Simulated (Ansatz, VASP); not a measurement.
**One calculation of WC4, two programs**

```xyz
5
Lattice="-2.5416 2.5416 2.5416 2.5416 -2.5416 2.5416 2.5416 2.5416 -2.5416" Properties=species:S:1:pos:R:3 pbc="T T T"
W     0.0000    0.0000    0.0000
C     1.2708    1.2708   -1.2708
C    -1.2708    1.2708    1.2708
C     1.2708    1.2708    1.2708
C     1.2708   -1.2708    1.2708
```

Change from the starting cell: species swapped into the NiHg4 type (Im-3m, No. 229).

Alike in both runs: task single point; functional PBE; k mesh 6 × 6 × 6; occupations gaussian, width 0.1 eV; no spin polarisation.

|  | VASP | Ansatz |
| --- | --- | --- |
| version | VASP 6.6.1 | Ansatz 0.2.0 |
| potentials or method | VASP PAW PBE potentials, release 64 (W_sv, C), cutoff 520 eV | scalar-relativistic, plane waves, PAW |
| valence electrons in the cell | 30 | 30 |

|  | VASP | Ansatz | Ansatz less VASP |
| --- | --- | --- | --- |
| gap on the k mesh at the Fermi level (eV) | none | none | - |
| pressure (GPa) | -24.0 | -24.2 | -0.18 |

A gap of «none» marks a metal or a gap that the smearing closes. The functional is the same, so the differences come from potentials, cutoffs and numerics.

Spin-orbit coupling is off throughout.
